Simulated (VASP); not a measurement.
# Tl2CdSnSb4 (I-42m) in VASP: further runs

Runs on Tl2CdSnSb4. Level: PBE. Tasks: single point.

Everything below comes from runs of VASP 6.6.1. Logs are shortened: lines on timing, memory, paths and dates and some standing lists are left out, and cuts for length are marked.

## (1) The cell of the first run

It takes space group I-42m (No. 121, tetragonal). Conventional cell: a = 8.290 Å, b = 8.290 Å, c = 7.101 Å, α = 90.00°, β = 90.00°, γ = 90.00°. Tl (site symmetry 222) has 8 Sb at 3.48 to 3.56 Å and 2 Tl at 3.55 Å and 2 Cd at 4.14 Å and 2 Sn at 4.14 Å within 4.6 Å. Cd (site symmetry -42m) has 4 Sb at 2.82 Å and 2 Sn at 3.55 Å within 3.7 Å. Within 3.6 Å of Sn (site symmetry -42m) lie 4 Sb at 2.73 Å and 2 Cd at 3.55 Å. Sb (site symmetry m) has 1 Sn at 2.73 Å and 1 Cd at 2.82 Å and 4 Tl at 3.48 to 3.56 Å within 3.6 Å.

## (2) Single point, PBE

INCAR

```
SYSTEM = Tl2CdSnSb4
PREC = Accurate
ENCUT = 520
EDIFF = 1E-6
ISMEAR = -1
SIGMA = 0.0326
LREAL = .FALSE.
LASPH = .TRUE.
NELM = 60
ALGO = Normal
ISIF = 2
LWAVE = .FALSE.
LCHARG = .FALSE.
GGA = PE
NBANDS = 46
```

KPOINTS

```
regular mesh
0
G
  6 6 6
  0 0 0
```

POSCAR

```
Tl2CdSnSb4
1.0
   -4.1449870000      4.1449870000      3.5507160000
    4.1449870000     -4.1449870000      3.5507160000
    4.1449870000      4.1449870000     -3.5507160000
Tl Cd Sn Sb
2 1 1 4
Direct
    0.5000000000      0.0000000000      0.5000000000
    0.0000000000      0.5000000000      0.5000000000
    0.5000000000      0.5000000000      0.0000000000
    0.0000000000      0.0000000000      0.0000000000
    0.4216600000      0.4216600000      0.3641800000
    0.5783400000      0.9425200000      0.0000000000
    0.0574800000      0.0574800000      0.6358200000
    0.9425200000      0.5783400000      0.0000000000
```

Potentials or basis: VASP PAW PBE potentials, release 64 (Tl_d, Cd, Sn_d, Sb).

Launch:

```
> cat potpaw_PBE.64/Tl_d/POTCAR potpaw_PBE.64/Cd/POTCAR potpaw_PBE.64/Sn_d/POTCAR potpaw_PBE.64/Sb/POTCAR > POTCAR
> mpirun -np 1 vasp_std > vasp.out
```

OUTCAR:

```text
SYSTEM = Tl2CdSnSb4
   PREC = Accurate
   ENCUT = 520
   EDIFF = 1E-6
   ISMEAR = -1
   LREAL = .FALSE.
   LASPH = .TRUE.
   NELM = 60
   ISIF = 2
   GGA = PE

 ion  position               nearest neighbor table
   1  0.500  0.000  0.500-   7 3.48   6 3.48   8 3.48   5 3.48   2 3.55   2 3.55   5 3.56   6 3.56
                             8 3.56   7 3.56
   2  0.000  0.500  0.500-   7 3.48   8 3.48   6 3.48   5 3.48   1 3.55   1 3.55   5 3.56   8 3.56
                             6 3.56   7 3.56
   3  0.500  0.500  0.000-   5 2.82   7 2.82   6 2.82   8 2.82   4 3.55   4 3.55
   4  0.000  0.000  0.000-   7 2.73   5 2.73   6 2.73   8 2.73   3 3.55   3 3.55
   5  0.422  0.422  0.364-   4 2.73   3 2.82   1 3.48   2 3.48   2 3.56   1 3.56
   6  0.578  0.943  0.000-   4 2.73   3 2.82   2 3.48   1 3.48   1 3.56   2 3.56
   7  0.057  0.057  0.636-   4 2.73   3 2.82   2 3.48   1 3.48   1 3.56   2 3.56
   8  0.943  0.578  0.000-   4 2.73   3 2.82   1 3.48   2 3.48   2 3.56   1 3.56

  LATTYP: Found a body centered tetragonal cell.
 ALAT       =     8.2899740000
 C/A-ratio  =     0.8566289834

  Lattice vectors:

 A1 = (  -4.1449870000,   4.1449870000,   3.5507160000)
 A2 = (   4.1449870000,  -4.1449870000,   3.5507160000)
 A3 = (   4.1449870000,   4.1449870000,  -3.5507160000)

Analysis of symmetry for initial positions (statically):
=====================================================================
 Subroutine PRICEL returns:
 Original cell was already a primitive cell.

 Routine SETGRP: Setting up the symmetry group for a
 body centered tetragonal supercell.

 Subroutine GETGRP returns: Found  8 space group operations
 (whereof  8 operations were pure point group operations)
 out of a pool of 16 trial point group operations.

The static configuration has the point symmetry D_2d.

Analysis of symmetry for dynamics (positions and initial velocities):
=====================================================================
 Subroutine PRICEL returns:
 Original cell was already a primitive cell.

 Routine SETGRP: Setting up the symmetry group for a
 body centered tetragonal supercell.

 Subroutine GETGRP returns: Found  8 space group operations
 (whereof  8 operations were pure point group operations)
 out of a pool of 16 trial point group operations.

The dynamic configuration has the point symmetry D_2d.

 Subroutine INISYM returns: Found  8 space group operations
 (whereof  8 operations are pure point group operations),
 and found     1 'primitive' translations

----------------------------------------------------------------------------------------

                                     Primitive cell

  volume of cell :     244.0182

  direct lattice vectors                    reciprocal lattice vectors
    -4.144987000  4.144987000  3.550716000     0.000000000  0.120627640  0.140816669
     4.144987000 -4.144987000  3.550716000     0.120627640  0.000000000  0.140816669
     4.144987000  4.144987000 -3.550716000     0.120627640  0.120627640  0.000000000

  length of vectors
     6.853423858  6.853423858  6.853423858     0.185419421  0.185419421  0.170593245

  position of ions in fractional coordinates (direct lattice)
     0.500000000  0.000000000  0.500000000
     0.000000000  0.500000000  0.500000000
     0.500000000  0.500000000  0.000000000
     0.000000000  0.000000000  0.000000000
     0.421660000  0.421660000  0.364180000
     0.578340000  0.942520000  0.000000000
     0.057480000  0.057480000  0.635820000
     0.942520000  0.578340000  0.000000000

  ion indices of the primitive-cell ions
   primitive index   ion index
                 1           1
                 2           2
                 3           3
                 4           4
                 5           5
                 6           6
                 7           7
                 8           8

----------------------------------------------------------------------------------------

 KPOINTS: regular mesh

Automatic generation of k-mesh.
 Grid dimensions read from file:
 generate k-points for:    6    6    6

 Generating k-lattice:

  Cartesian coordinates                     Fractional coordinates (reciprocal lattice)
     0.000000000  0.020104607  0.023469445     0.166666667  0.000000000  0.000000000
     0.020104607  0.000000000  0.023469445     0.000000000  0.166666667  0.000000000
     0.020104607  0.020104607  0.000000000     0.000000000  0.000000000  0.166666667

  Length of vectors
     0.030903237  0.030903237  0.028432207

  Shift w.r.t. Gamma in fractional coordinates (k-lattice)
     0.000000000  0.000000000  0.000000000

 Subroutine IBZKPT returns following result:
 ===========================================

 Found     30 irreducible k-points:

 Following reciprocal coordinates:
            Coordinates               Weight
  0.000000  0.000000  0.000000      1.000000
  0.166667  0.000000  0.000000      8.000000
  0.333333  0.000000  0.000000      8.000000
  0.500000  0.000000  0.000000      4.000000
  0.166667  0.166667 -0.000000      8.000000
  0.333333  0.166667 -0.000000     16.000000
[... 16 lines left out ...]
 -0.333333 -0.333333  0.166667      8.000000
 -0.166667 -0.333333  0.166667      8.000000
 [... further k-points ...]
   k-points           NKPTS =     30   k-points in BZ     NKDIM =     30   number of bands    NBANDS=     46
   number of dos      NEDOS =    301   number of ions     NIONS =      8
   total plane-waves  NPLWV = 157464
   dimension x,y,z NGX =    54 NGY =   54 NGZ =   54
   dimension x,y,z NGXF=   108 NGYF=  108 NGZF=  108
   ions per type =               2   1   1   4
   NGX,Y,Z   is equivalent  to a cutoff of  13.10, 13.10, 13.10 a.u.
   NGXF,Y,Z  is equivalent  to a cutoff of  26.20, 26.20, 26.20 a.u.
 SYSTEM =  Tl2CdSnSb4
   PREC   = accura    normal or accurate (medium, high low for compatibility)
   ISTART =      0    job   : 0-new  1-cont  2-samecut
   ICHARG =      2    charge: 1-file 2-atom 10-const
   ISPIN  =      1    spin polarized calculation?
   LNONCOLLINEAR =      F non collinear calculations
   LSORBIT =      F    spin-orbit coupling
   LASPH  =      T    aspherical Exc in radial PAW
   ENCUT  =  520.0 eV  38.22 Ry    6.18 a.u.  12.74 12.74 12.74*2*pi/ulx,y,z
   NELM   =     60;   NELMIN=  2; NELMDL= -5     # of ELM steps
   EDIFF  = 0.1E-05   stopping-criterion for ELM
   LREAL  =      F    real-space projection
   EDIFFG = 0.1E-04   stopping-criterion for IOM
   NSW    =      0    number of steps for IOM
   IBRION =     -1    ionic relax: 0-MD 1-quasi-New 2-CG
   NFREE  =      0    steps in history (QN), initial steepest desc. (CG)
   ISIF   =      2    stress and relaxation
   ISYM   =      2    0-nonsym 1-usesym 2-fastsym
   POTIM  = 0.5000    time-step for ionic-motion
   TEBEG  =    0.0;   TEEND  =   0.0 temperature during run
   PSTRESS=    0.0 pullay stress
   NELECT =      72.0000    total number of electrons
   NUPDOWN=      -1.0000    fix difference up-down
   EMIN   =  10.00;   EMAX   =-10.00  energy-range for DOS
   EFERMI =   0.00;   METHOD = LEGACY
   ISMEAR =    -1;   SIGMA  =   0.03  broadening in eV -4-tet -1-fermi 0-gaus
   EFERMI_NEDOS =   21; number of points for ismear=-14 and -15
   IALGO  =     38    algorithm
   IMIX   =      4    mixing-type and parameters
     AMIX     =   0.40;   BMIX     =  1.00
     AMIX_MAG =   1.60;   BMIX_MAG =  1.00
  volume/ion in A,a.u.               =      30.50       205.84
  Fermi-wavevector in a.u.,A,eV,Ry     =   1.089879  2.059572 16.161490  1.187836
  Thomas-Fermi vector in A             =   2.226092
   LORBIT       =      0    0 simple, 1 ext, 2 COOP (PROOUT), +10 PAW based schemes
   GGA     = PE    functional components
[... 5 lines left out ...]
 non-spin polarized calculation
  energy-cutoff  :      520.00
  volume of cell :      244.02
 maximum number of plane-waves:      6617
 NGX is ok and might be reduce to    54
   NGX = 25   NGY = 25   NGZ = 25

 number of electron      71.9999999 magnetization

 Free energy of the ion-electron system (eV)
  ---------------------------------------------------
  ext. energy  EPLUGINS =         0.00000000
  ---------------------------------------------------
  free energy    TOTEN  =       -23.73789165 eV

  energy without entropy =      -23.71284054  energy(sigma->0) =      -23.72536610

 E-fermi :   5.4683     XC(G=0):  -9.5836

 val. band max:        5.4682049281   @ k =   0.3333   0.1667  -0.0000
 cond. band min:       5.4756473732   @ k =   0.5000   0.1667   0.0000
 fundamental gap:      0.0074424450
 Fermi energy:         5.4683074218

 k-point     1 :       0.0000    0.0000    0.0000
  band No.  band energies     occupation
      1     -15.8529      2.00000
      2     -15.8529      2.00000
      3     -15.8231      2.00000
      4     -15.8060      2.00000
      5     -15.7825      2.00000
      6      -5.7424      2.00000
[... 38 lines left out ...]
     45      10.1929      0.00000
     46      10.7734      0.00000

 k-point     2 :       0.1667    0.0000    0.0000
  band No.  band energies     occupation
      1     -15.8528      2.00000
      2     -15.8528      2.00000
      3     -15.8231      2.00000
      4     -15.8059      2.00000
      5     -15.7825      2.00000
      6      -5.7139      2.00000
[... 38 lines left out ...]
     45      10.2069      0.00000
     46      10.6007      0.00000

 k-point     3 :       0.3333    0.0000    0.0000
  band No.  band energies     occupation
      1     -15.8528      2.00000
      2     -15.8528      2.00000
      3     -15.8230      2.00000
      4     -15.8058      2.00000
      5     -15.7825      2.00000
      6      -5.6407      2.00000
[... 38 lines left out ...]
     45       9.9024      0.00000
     46      10.3979      0.00000

 k-point     4 :       0.5000    0.0000    0.0000
  band No.  band energies     occupation
      1     -15.8528      2.00000
      2     -15.8528      2.00000
      3     -15.8230      2.00000
      4     -15.8057      2.00000
      5     -15.7825      2.00000
      6      -5.5841      2.00000
[... 920 lines left out ...]
     45       9.1386      0.00000
     46       9.5957      0.00000

 k-point    23 :      -0.3333   -0.3333    0.1667
  band No.  band energies     occupation
      1     -15.8528      2.00000
      2     -15.8528      2.00000
      3     -15.8230      2.00000
      4     -15.8058      2.00000
      5     -15.7826      2.00000
      6      -5.6305      2.00000
[... 38 lines left out ...]
     45       9.3172      0.00000
     46       9.5510      0.00000

 k-point    24 :      -0.1667   -0.3333    0.1667
  band No.  band energies     occupation
      1     -15.8528      2.00000
      2     -15.8528      2.00000
      3     -15.8230      2.00000
      4     -15.8057      2.00000
      5     -15.7826      2.00000
      6      -5.5900      2.00000
[... 38 lines left out ...]
     45       9.2835      0.00000
     46      10.0235      0.00000

 [... further k-points ...]
[... 5 lines left out ...]
  --------------------------------------------------------------------------------------
  -------------------------------------------------------------------------------------
  Total        2.9510989      2.9510989      7.1964196      0.0000000      0.0000000      0.0000000
  in kB       19.3763547     19.3763547     47.2503238      0.0000000      0.0000000      0.0000000
  external PRESSURE =      28.6676777 kB  Pullay stress =       0.0000000 kB

 VOLUME and BASIS-vectors are now :
 -----------------------------------------------------------------------------
  energy-cutoff  :      520.00
  volume of cell :      244.02
      direct lattice vectors                 reciprocal lattice vectors
    -4.144987000  4.144987000  3.550716000     0.000000000  0.120627640  0.140816669
     4.144987000 -4.144987000  3.550716000     0.120627640  0.000000000  0.140816669
     4.144987000  4.144987000 -3.550716000     0.120627640  0.120627640  0.000000000

 POSITION                                       TOTAL-FORCE (eV/Angst)
 -----------------------------------------------------------------------------------
      0.00000      4.14499      0.00000        -0.000000     -0.000000      0.000000
      4.14499      0.00000      0.00000         0.000000     -0.000000      0.000000
      0.00000      0.00000      3.55072         0.000000     -0.000000      0.000000
      0.00000      0.00000      0.00000         0.000000     -0.000000      0.000000
      1.50952      1.50952      1.70129         0.888542      0.888542      0.323446
      1.50952     -1.50952      5.40014         0.888542     -0.888542     -0.323446
      2.63547      2.63547     -1.84943        -0.888542     -0.888542      0.323446
     -1.50952      1.50952      5.40014        -0.888542      0.888542     -0.323446
 -----------------------------------------------------------------------------------
    total drift:                                0.000001      0.000001      0.000001

  FREE ENERGIE OF THE ION-ELECTRON SYSTEM (eV)
  ---------------------------------------------------
  free  energy   TOTEN  =       -23.7378916521 eV

  energy  without entropy=      -23.7128405423  energy(sigma->0) =      -23.72536610
```

Wall time 8.6 min (1 thread of Intel Xeon Platinum 8259CL at 2.50GHz (Skylake/Cascade Lake), shared host); peak memory 0.63 GiB.

Results:

```
Free energy            : -23.7379 eV
Pressure               : 2.9 GPa
Largest force          : 1.298 eV/Å
Band gap on the k mesh : zero (bands 36 and 37 overlap by 0.42 eV)
```

Forces in eV/Å, atoms in the order of the input:
```
Tl   0.000  0.000  0.000
Tl   0.000  0.000  0.000
Cd   0.000  0.000  0.000
Sn   0.000  0.000  0.000
Sb   0.889  0.889  0.323
Sb   0.889 -0.889 -0.323
Sb  -0.889 -0.889  0.323
Sb  -0.889  0.889 -0.323
```

Caveat: spin-orbit coupling is left out, which moves the levels of the heavy elements; forces of over 1 eV/Å act on the atoms, so gaps and moduli don't describe the material at rest.

## (3) Single point, PBE

INCAR

```
PREC = Accurate
ENCUT = 520
EDIFF = 1E-6
ISMEAR = -1
SIGMA = 0.0326
LREAL = False
LASPH = True
NELM = 80
ALGO = Normal
ISIF = 2
LWAVE = False
LCHARG = True
GGA = PE
LELF = True
LVHAR = True
NBANDS = 46
```

KPOINTS

```
Automatic mesh
0
Gamma
  4 4 4
```

POSCAR is that of step 2.

Potentials or basis: VASP PAW PBE potentials, release 64 (Tl_d, Cd, Sn_d, Sb).

Launch:

```
> cat potpaw_PBE.64/Tl_d/POTCAR potpaw_PBE.64/Cd/POTCAR potpaw_PBE.64/Sn_d/POTCAR potpaw_PBE.64/Sb/POTCAR > POTCAR
> mpirun -np 1 vasp_std > vasp.out
```

It took 2.5 min on 1 thread of Oxide Virtual Turin-like, shared host; peak memory 0.45 GiB.

It converged, with:

- Free energy: -23.7328 eV
- Pressure: 2.9 GPa
- Largest force: 1.308 eV/Å
- Band gap on the k mesh: zero (bands 36 and 37 overlap by 0.45 eV)

Forces on the atoms (eV/Å):
```
Tl   0.000  0.000  0.000
Tl   0.000  0.000  0.000
Cd   0.000  0.000  0.000
Sn   0.000  0.000  0.000
Sb   0.895  0.895  0.332
Sb   0.895 -0.895 -0.332
Sb  -0.895 -0.895  0.332
Sb  -0.895  0.895 -0.332
```

Stress tensor (GPa, compression positive):
```
1.87 0.00 0.00
0.00 1.87 0.00
0.00 0.00 4.91
```

Levels at points of the mesh, in eV from the Fermi level:
```csv
k point,band 33,band 34,band 35,band 36,band 37,band 38,band 39,band 40
"(0.00, 0.00, 0.00)",-2.67,-2.35,-0.23,-0.23,0.48,0.62,3.21,4.09
"(0.50, 0.00, 0.00)",-1.02,-0.71,-0.46,-0.17,-0.05,0.31,1.78,2.14
"(0.50, 0.50, 0.00)",-1.29,-0.70,-0.20,-0.08,-0.05,0.23,1.97,2.02
"(0.50, 0.50, 0.50)",-1.26,-1.15,0.25,0.25,0.68,1.15,1.18,2.10
```

Caveat: spin-orbit coupling is left out, which moves the levels of the heavy elements; forces of over 1 eV/Å act on the atoms, so gaps and moduli don't describe the material at rest.

The gap in the log of VASP goes by the Fermi energy; the results here count the filled bands.